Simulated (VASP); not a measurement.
# MoS2 (Fm-3m) in VASP: notebook

The runs below take MoS2 through single point, with PBE.

Everything below comes from runs of VASP 6.6.1. Logs are shortened: lines on timing, memory, paths and dates and some standing lists are left out, and cuts for length are marked.

## 1. The cell of the first run

Symmetry: Fm-3m, No. 225, cubic system. Conventional cell: a = 5.870 Å, b = 5.870 Å, c = 5.870 Å, α = 90.00°, β = 90.00°, γ = 90.00°. Within 3.4 Å of Mo (site symmetry m-3m) lie 8 S at 2.54 Å. Within 3.4 Å of S (site symmetry -43m) lie 4 Mo at 2.54 Å and 6 S at 2.93 Å.

## 2. Single point, PBE (volume scaled by 0.94)

INCAR reads:

```
ALGO     = Normal         # electronic algorithm
EDIFF    = 1E-7           # SCF threshold, eV
ENCUT    = 520            # plane-wave cutoff, eV
GGA      = PE             # functional
ISIF     = 2              # what is computed and relaxed
ISMEAR   = -1             # smearing method
LASPH    = True           # aspherical terms in the spheres
LCHARG   = False          # write CHGCAR
LREAL    = False          # projectors in reciprocal space
LWAVE    = False          # write WAVECAR
NBANDS   = 20             # bands
NELM     = 80             # most SCF steps
PREC     = Accurate       # precision mode
SIGMA    = 0.05           # smearing width, eV
```

KPOINTS reads:

```
k-points
0
Gamma
  8 8 8
```

POSCAR reads:

```
MoS2
1.0
    0.0000000000      2.9347923934      2.9347923934
    2.9347923934      0.0000000000      2.9347923934
    2.9347923934      2.9347923934      0.0000000000
Mo S
1 2
Direct
    0.0000000000      0.0000000000      0.0000000000
    0.2500000000      0.2500000000      0.2500000000
    0.7500000000      0.7500000000      0.7500000000
```

Potentials or basis: VASP PAW PBE potentials, release 64 (Mo_sv, S).

Started as:

```
$ cat potpaw_PBE.64/Mo_sv/POTCAR potpaw_PBE.64/S/POTCAR > POTCAR
$ mpirun -np 1 vasp_std > vasp.out
```

OUTCAR:

```text
EDIFF = 1E-7
   ENCUT = 520
   GGA = PE
   ISIF = 2
   ISMEAR = -1
   LASPH = True
   LREAL = False
   NELM = 80
   PREC = Accurate

 ion  position               nearest neighbor table
   1  0.000  0.000  0.000-   3 2.54   2 2.54   3 2.54   2 2.54   3 2.54   3 2.54   2 2.54   2 2.54

   2  0.250  0.250  0.250-   1 2.54   1 2.54   1 2.54   1 2.54
   3  0.750  0.750  0.750-   1 2.54   1 2.54   1 2.54   1 2.54

  LATTYP: Found a face centered cubic cell.
 ALAT       =     5.8695847868

  Lattice vectors:

 A1 = (   0.0000000000,   2.9347923934,   2.9347923934)
 A2 = (   2.9347923934,   0.0000000000,   2.9347923934)
 A3 = (   2.9347923934,   2.9347923934,   0.0000000000)

Analysis of symmetry for initial positions (statically):
=====================================================================
 Subroutine PRICEL returns:
 Original cell was already a primitive cell.

 Routine SETGRP: Setting up the symmetry group for a
 face centered cubic supercell.

 Subroutine GETGRP returns: Found 48 space group operations
 (whereof 48 operations were pure point group operations)
 out of a pool of 48 trial point group operations.

The static configuration has the point symmetry O_h .

Analysis of symmetry for dynamics (positions and initial velocities):
=====================================================================
 Subroutine PRICEL returns:
 Original cell was already a primitive cell.

 Routine SETGRP: Setting up the symmetry group for a
 face centered cubic supercell.

 Subroutine GETGRP returns: Found 48 space group operations
 (whereof 48 operations were pure point group operations)
 out of a pool of 48 trial point group operations.

The dynamic configuration has the point symmetry O_h .

 Subroutine INISYM returns: Found 48 space group operations
 (whereof 48 operations are pure point group operations),
 and found     1 'primitive' translations

----------------------------------------------------------------------------------------

                                     Primitive cell

  volume of cell :      50.5548

  direct lattice vectors                    reciprocal lattice vectors
     0.000000000  2.934792393  2.934792393    -0.170369802  0.170369802  0.170369802
     2.934792393  0.000000000  2.934792393     0.170369802 -0.170369802  0.170369802
     2.934792393  2.934792393  0.000000000     0.170369802  0.170369802 -0.170369802

  length of vectors
     4.150423205  4.150423205  4.150423205     0.295089154  0.295089154  0.295089154

  position of ions in fractional coordinates (direct lattice)
     0.000000000  0.000000000  0.000000000
     0.250000000  0.250000000  0.250000000
     0.750000000  0.750000000  0.750000000

  ion indices of the primitive-cell ions
   primitive index   ion index
                 1           1
                 2           2
                 3           3

----------------------------------------------------------------------------------------

 KPOINTS: k-points

Automatic generation of k-mesh.
 Grid dimensions read from file:
 generate k-points for:    8    8    8

 Generating k-lattice:

  Cartesian coordinates                     Fractional coordinates (reciprocal lattice)
    -0.021296225  0.021296225  0.021296225     0.125000000  0.000000000  0.000000000
     0.021296225 -0.021296225  0.021296225     0.000000000  0.125000000  0.000000000
     0.021296225  0.021296225 -0.021296225     0.000000000  0.000000000  0.125000000

  Length of vectors
     0.036886144  0.036886144  0.036886144

  Shift w.r.t. Gamma in fractional coordinates (k-lattice)
     0.000000000  0.000000000  0.000000000

 Subroutine IBZKPT returns following result:
 ===========================================

 Found     29 irreducible k-points:

 Following reciprocal coordinates:
            Coordinates               Weight
  0.000000  0.000000  0.000000      1.000000
  0.125000  0.000000  0.000000      8.000000
  0.250000  0.000000  0.000000      8.000000
  0.375000  0.000000  0.000000      8.000000
  0.500000  0.000000  0.000000      4.000000
  0.125000  0.125000  0.000000      6.000000
[... 16 lines left out ...]
  0.500000  0.250000  0.125000     48.000000
 -0.375000  0.250000  0.125000     24.000000
 [... further k-points ...]
   k-points           NKPTS =     29   k-points in BZ     NKDIM =     29   number of bands    NBANDS=     20
   number of dos      NEDOS =    301   number of ions     NIONS =      3
   total plane-waves  NPLWV =  32768
   dimension x,y,z NGX =    32 NGY =   32 NGZ =   32
   dimension x,y,z NGXF=    64 NGYF=   64 NGZF=   64
   ions per type =               1   2
   NGX,Y,Z   is equivalent  to a cutoff of  12.82, 12.82, 12.82 a.u.
   NGXF,Y,Z  is equivalent  to a cutoff of  25.64, 25.64, 25.64 a.u.
 SYSTEM =  unknown system
   PREC   = accura    normal or accurate (medium, high low for compatibility)
   ISTART =      0    job   : 0-new  1-cont  2-samecut
   ICHARG =      2    charge: 1-file 2-atom 10-const
   ISPIN  =      1    spin polarized calculation?
   LNONCOLLINEAR =      F non collinear calculations
   LSORBIT =      F    spin-orbit coupling
   LASPH  =      T    aspherical Exc in radial PAW
   ENCUT  =  520.0 eV  38.22 Ry    6.18 a.u.   7.72  7.72  7.72*2*pi/ulx,y,z
   NELM   =     80;   NELMIN=  2; NELMDL= -5     # of ELM steps
   EDIFF  = 0.1E-06   stopping-criterion for ELM
   LREAL  =      F    real-space projection
   EDIFFG = 0.1E-05   stopping-criterion for IOM
   NSW    =      0    number of steps for IOM
   IBRION =     -1    ionic relax: 0-MD 1-quasi-New 2-CG
   NFREE  =      0    steps in history (QN), initial steepest desc. (CG)
   ISIF   =      2    stress and relaxation
   ISYM   =      2    0-nonsym 1-usesym 2-fastsym
   POTIM  = 0.5000    time-step for ionic-motion
   TEBEG  =    0.0;   TEEND  =   0.0 temperature during run
   PSTRESS=    0.0 pullay stress
   NELECT =      26.0000    total number of electrons
   NUPDOWN=      -1.0000    fix difference up-down
   EMIN   =  10.00;   EMAX   =-10.00  energy-range for DOS
   EFERMI =   0.00;   METHOD = LEGACY
   ISMEAR =    -1;   SIGMA  =   0.05  broadening in eV -4-tet -1-fermi 0-gaus
   EFERMI_NEDOS =   21; number of points for ismear=-14 and -15
   IALGO  =     38    algorithm
   IMIX   =      4    mixing-type and parameters
     AMIX     =   0.40;   BMIX     =  1.00
     AMIX_MAG =   1.60;   BMIX_MAG =  1.00
  volume/ion in A,a.u.               =      16.85       113.72
  Fermi-wavevector in a.u.,A,eV,Ry     =   1.311632  2.478624 23.407159  1.720378
  Thomas-Fermi vector in A             =   2.442080
   LORBIT       =      0    0 simple, 1 ext, 2 COOP (PROOUT), +10 PAW based schemes
   GGA     = PE    functional components
[... 5 lines left out ...]
 non-spin polarized calculation
  energy-cutoff  :      520.00
  volume of cell :       50.55
 maximum number of plane-waves:      1380
   NGX = 15   NGY = 15   NGZ = 15

 number of electron      25.9999997 magnetization

 Free energy of the ion-electron system (eV)
  ---------------------------------------------------
  ext. energy  EPLUGINS =         0.00000000
  ---------------------------------------------------
  free energy    TOTEN  =       -19.58895636 eV

  energy without entropy =      -19.55038882  energy(sigma->0) =      -19.56967259

 E-fermi :   8.3704     XC(G=0): -11.2409

 val. band max:        8.3598290099   @ k =   0.5000   0.3750   0.1250
 cond. band min:       8.3897280644   @ k =  -0.3750   0.2500   0.1250
 fundamental gap:      0.0298990545
 Fermi energy:         8.3703699123

 k-point     1 :       0.0000    0.0000    0.0000
  band No.  band energies     occupation
      1     -52.7040      2.00000
      2     -26.7942      2.00000
      3     -26.7942      2.00000
      4     -26.7942      2.00000
      5      -7.0030      2.00000
      6      -2.4613      2.00000
[... 12 lines left out ...]
     19      13.4876      0.00000
     20      13.4876      0.00000

 k-point     2 :       0.1250    0.0000    0.0000
  band No.  band energies     occupation
      1     -52.7038      2.00000
      2     -26.7999      2.00000
      3     -26.7950      2.00000
      4     -26.7950      2.00000
      5      -6.8451      2.00000
      6      -2.7982      2.00000
[... 12 lines left out ...]
     19      14.2204      0.00000
     20      14.6554      0.00000

 k-point     3 :       0.2500    0.0000    0.0000
  band No.  band energies     occupation
      1     -52.7033      2.00000
      2     -26.8137      2.00000
      3     -26.7970      2.00000
      4     -26.7970      2.00000
      5      -6.4059      2.00000
      6      -3.4987      2.00000
[... 12 lines left out ...]
     19      15.4961      0.00000
     20      15.4961      0.00000

 k-point     4 :       0.3750    0.0000    0.0000
  band No.  band energies     occupation
      1     -52.7028      2.00000
      2     -26.8274      2.00000
      3     -26.7990      2.00000
      4     -26.7990      2.00000
      5      -5.7886      2.00000
      6      -4.2274      2.00000
[... 12 lines left out ...]
     19      17.0108      0.00000
     20      17.0108      0.00000

 k-point     5 :       0.5000    0.0000    0.0000
  band No.  band energies     occupation
      1     -52.7026      2.00000
      2     -26.8330      2.00000
      3     -26.7999      2.00000
      4     -26.7999      2.00000
      5      -5.2960      2.00000
      6      -4.7339      2.00000
[... 12 lines left out ...]
     19      17.4389      0.00000
     20      17.9621      0.00000
[... 353 lines left out ...]
      6      -4.3696      2.00000
[... 12 lines left out ...]
     19      15.6103      0.00000
     20      17.2676      0.00000

 k-point    22 :       0.3750    0.2500    0.1250
  band No.  band energies     occupation
      1     -52.7029      2.00000
      2     -26.8177      2.00000
      3     -26.8038      2.00000
      4     -26.7994      2.00000
      5      -6.0480      2.00000
      6      -3.8386      2.00000
[... 12 lines left out ...]
     19      16.4630      0.00000
     20      17.0994      0.00000

 k-point    23 :       0.5000    0.2500    0.1250
  band No.  band energies     occupation
      1     -52.7025      2.00000
      2     -26.8249      2.00000
      3     -26.8086      2.00000
      4     -26.8016      2.00000
      5      -5.4992      2.00000
      6      -4.3399      2.00000
[... 12 lines left out ...]
     19      16.4831      0.00000
     20      17.8091      0.00000

 k-point    24 :      -0.3750    0.2500    0.1250
  band No.  band energies     occupation
      1     -52.7023      2.00000
      2     -26.8279      2.00000
      3     -26.8104      2.00000
      4     -26.8028      2.00000
      5      -5.0470      2.00000
      6      -4.7492      2.00000
[... 12 lines left out ...]
     19      15.6519      0.00000
     20      18.6045      0.00000

 [... further k-points ...]
[... 5 lines left out ...]
  --------------------------------------------------------------------------------------
  -------------------------------------------------------------------------------------
  Total        0.0785370      0.0785370      0.0785370      0.0000000      0.0000000     -0.0000000
  in kB        2.4889868      2.4889868      2.4889868      0.0000000      0.0000000     -0.0000000
  external PRESSURE =       2.4889868 kB  Pullay stress =       0.0000000 kB

 VOLUME and BASIS-vectors are now :
 -----------------------------------------------------------------------------
  energy-cutoff  :      520.00
  volume of cell :       50.55
      direct lattice vectors                 reciprocal lattice vectors
     0.000000000  2.934792393  2.934792393    -0.170369802  0.170369802  0.170369802
     2.934792393  0.000000000  2.934792393     0.170369802 -0.170369802  0.170369802
     2.934792393  2.934792393  0.000000000     0.170369802  0.170369802 -0.170369802

 POSITION                                       TOTAL-FORCE (eV/Angst)
 -----------------------------------------------------------------------------------
      0.00000      0.00000      0.00000        -0.000000     -0.000000      0.000000
      1.46740      1.46740      1.46740        -0.000000     -0.000000     -0.000000
      4.40219      4.40219      4.40219         0.000000      0.000000      0.000000
 -----------------------------------------------------------------------------------
    total drift:                                0.000000     -0.000000      0.000000

  FREE ENERGIE OF THE ION-ELECTRON SYSTEM (eV)
  ---------------------------------------------------
  free  energy   TOTEN  =       -19.5889563610 eV

  energy  without entropy=      -19.5503888227  energy(sigma->0) =      -19.56967259
```

Run time: 18 s. Hardware: 1 thread of Intel Xeon Platinum 8375C at 2.90GHz (Ice Lake), shared host; peak memory 0.18 GiB.

What came out:

```
Free energy            : -19.5890 eV
Pressure               : 0.2 GPa
Band gap on the k mesh : zero (band 13 reaches 8.80 eV, above the bottom of band 14 at 7.83 eV)
```

Levels at points of the mesh, in eV from the Fermi level:
```csv
k point,band 9,band 10,band 11,band 12,band 13,band 14,band 15,band 16,band 17,band 18
"(0.00, 0.00, 0.00)",-6.05,-0.98,-0.98,-0.54,-0.54,-0.54,4.19,4.19,4.19,5.12
"(0.50, 0.00, 0.00)",-3.76,-3.05,-2.97,-2.97,-0.48,-0.48,1.57,3.93,3.93,6.91
"(0.50, 0.50, 0.00)",-5.08,-2.51,-2.51,-0.68,0.07,0.90,1.69,3.43,3.43,5.84
```

## 3. Single point, PBE (volume scaled by 0.96)

INCAR reads:

```
SYSTEM = MoS2
PREC = Accurate
ENCUT = 520
EDIFF = 1E-7
ISMEAR = -1
SIGMA = 0.05
LREAL = .FALSE.
LASPH = .TRUE.
NELM = 60
ALGO = Normal
ISIF = 2
LWAVE = .FALSE.
LCHARG = .FALSE.
GGA = PE
NBANDS = 20
```

KPOINTS reads:

```
regular mesh
0
G
  8 8 8
  0 0 0
```

POSCAR reads:

```
MoS2
1.0
    0.0000000000      2.9554606264      2.9554606264
    2.9554606264      0.0000000000      2.9554606264
    2.9554606264      2.9554606264      0.0000000000
Mo S
1 2
Direct
    0.0000000000      0.0000000000      0.0000000000
    0.2500000000      0.2500000000      0.2500000000
    0.7500000000      0.7500000000      0.7500000000
```

Potentials or basis: VASP PAW PBE potentials, release 64 (Mo_sv, S).

Started as:

```
$ cat potpaw_PBE.64/Mo_sv/POTCAR potpaw_PBE.64/S/POTCAR > POTCAR
$ mpirun -np 1 vasp_std > vasp.out
```

It took 17 s on 1 thread of Intel Xeon Platinum 8375C at 2.90GHz (Ice Lake), shared host; peak memory 0.18 GiB.

Results (log left out):

- Free energy: -19.5818 eV
- Pressure: -2.5 GPa
- Band gap on the k mesh: zero (band 13 reaches 8.50 eV, above the bottom of band 14 at 7.54 eV)

Levels at points of the mesh, in eV from the Fermi level:
| k point | band 10 | band 11 | band 12 | band 13 | band 14 | band 15 | band 16 | band 17 |
| --- | --- | --- | --- | --- | --- | --- | --- | --- |
| (0.00, 0.00, 0.00) | -0.93 | -0.93 | -0.55 | -0.55 | -0.55 | 4.06 | 4.06 | 4.06 |
| (0.50, 0.00, 0.00) | -3.00 | -2.91 | -2.91 | -0.46 | -0.46 | 1.48 | 3.81 | 3.81 |
| (0.50, 0.50, 0.00) | -2.46 | -2.46 | -0.65 | 0.07 | 0.86 | 1.60 | 3.33 | 3.33 |

## 4. Single point, PBE (volume scaled by 0.98)

INCAR reads:

```
PREC = Accurate
ENCUT = 520
EDIFF = 1E-6
ISMEAR = -1
SIGMA = 0.05
LREAL = F
LASPH = T
NELM = 80
ALGO = Normal
ISIF = 2
LWAVE = F
LCHARG = T
GGA = PE
LELF = T
LVHAR = T
NBANDS = 20
```

KPOINTS reads:

```
regular mesh
0
Gamma
  8 8 8
```

POSCAR reads:

```
MoS2
1.0
    0.0000000000      2.9758437576      2.9758437576
    2.9758437576      0.0000000000      2.9758437576
    2.9758437576      2.9758437576      0.0000000000
Mo S
1 2
Direct
    0.0000000000      0.0000000000      0.0000000000
    0.2500000000      0.2500000000      0.2500000000
    0.7500000000      0.7500000000      0.7500000000
```

Started as:

```
$ cat potpaw_PBE.64/Mo_sv/POTCAR potpaw_PBE.64/S/POTCAR > POTCAR
$ mpirun -np 1 vasp_std > vasp.out
```

It took 17 s on 1 thread of Intel Xeon Platinum 8375C at 2.90GHz (Ice Lake), shared host; peak memory 0.18 GiB.

The run converged. Its results:

```
Free energy            : -19.5574 eV
Pressure               : -4.9 GPa
Band gap on the k mesh : zero (band 13 reaches 8.21 eV, above the bottom of band 14 at 7.26 eV)
```

Levels at points of the mesh, in eV from the Fermi level:
| k point | band 10 | band 11 | band 12 | band 13 | band 14 | band 15 | band 16 | band 17 |
| --- | --- | --- | --- | --- | --- | --- | --- | --- |
| (0.00, 0.00, 0.00) | -0.88 | -0.88 | -0.55 | -0.55 | -0.55 | 3.94 | 3.94 | 3.94 |
| (0.50, 0.00, 0.00) | -2.95 | -2.86 | -2.86 | -0.44 | -0.44 | 1.41 | 3.70 | 3.70 |
| (0.50, 0.50, 0.00) | -2.41 | -2.41 | -0.61 | 0.07 | 0.82 | 1.51 | 3.24 | 3.24 |

[end of part 1 of 2]
